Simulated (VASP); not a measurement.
Write the native input for VASP 6.6.1 that does the following.

* Task: single point
* Functional: r2SCAN
* Potentials or basis: VASP PAW PBE potentials, release 64 (W_sv)
* Cutoff: 520 eV
* k mesh: 13 × 13 × 13
* Occupations: gaussian, width 0.2579 eV
* Spin: no spin polarisation
* Dipole correction: no
* Further INCAR settings: ALGO = Normal; EDIFF = 1e-06; NBANDS = 21

Crystal: W.

```xyz
2
Lattice="1.7944 3.1079 0.0000 -1.7944 3.1079 0.0000 -1.7944 1.0360 3.1310" Properties=species:S:1:pos:R:3 pbc="T T T"
W    -1.7944    3.1079    2.2356
W     0.0000    4.1439    0.8955
```

One way to write it, as run:

POSCAR

```
W
1.0
    1.7943718000      3.1079416900      0.0000000000
   -1.7943718000      3.1079416900      0.0000000000
   -1.7943718000      1.0359782300      3.1310226800
W
2
Direct
    0.2380000000      0.5240000000      0.7140000000
    0.7620000000      0.4760000000      0.2860000000
```

INCAR.step1

```
SYSTEM = W
ALGO     = Normal         ! electronic algorithm
EDIFF    = 1E-4           ! SCF threshold, eV
ENCUT    = 520            ! plane-wave cutoff, eV
GGA      = PE             ! functional
ISMEAR   = 0              ! smearing method
LASPH    = .TRUE.         ! aspherical terms in the spheres
LCHARG   = .FALSE.        ! write CHGCAR
LREAL    = .FALSE.        ! projectors in reciprocal space
LWAVE    = .TRUE.         ! write WAVECAR
NBANDS   = 21             ! bands
NELM     = 60             ! most SCF steps
PREC     = Accurate       ! precision mode
SIGMA    = 0.2579         ! smearing width, eV
```

INCAR.step2

```
SYSTEM = W
ALGO     = Normal         ! electronic algorithm
EDIFF    = 1E-6           ! SCF threshold, eV
ENCUT    = 520            ! plane-wave cutoff, eV
ISIF     = 2              ! what is computed and relaxed
ISMEAR   = 0              ! smearing method
ISTART   = 1            
LASPH    = .TRUE.         ! aspherical terms in the spheres
LCHARG   = .TRUE.         ! write CHGCAR
LELF     = .TRUE.         ! ELF
LMIXTAU  = .TRUE.       
LREAL    = .FALSE.        ! projectors in reciprocal space
LVHAR    = .TRUE.       
LWAVE    = .FALSE.        ! write WAVECAR
METAGGA  = R2SCAN         ! meta-GGA
NBANDS   = 21             ! bands
NELM     = 60             ! most SCF steps
PREC     = Accurate       ! precision mode
SIGMA    = 0.2579         ! smearing width, eV
```

KPOINTS

```
k-points
0
G
  13 13 13
  0 0 0
```

Potentials or basis: VASP PAW PBE potentials, release 64 (W_sv).

Command:

```bash
$ cat potpaw_PBE.64/W_sv/POTCAR > POTCAR
$ cp INCAR.step1 INCAR
$ mpirun -np 1 vasp_std > vasp.out
$ cp INCAR.step2 INCAR
$ mpirun -np 1 vasp_std > vasp.out
```

Results of the run:

```json
{
 "Pressure": "14.8 GPa",
 "Largest force": "2.901 eV/Å",
 "Band gap on the k mesh": "zero (band 14 reaches 11.18 eV, above the bottom of band 15 at 9.11 eV)"
}
```

Caveat: the PAW data sets were made with another functional, which shifts forces and pressure a little; spin-orbit coupling is left out, which moves the levels of the heavy elements.

Run time: 3.6 min on 1 thread of Intel(R) Xeon(R) 6975P-C (Granite Rapids), with other jobs on the host, peak memory 0.27 GiB.
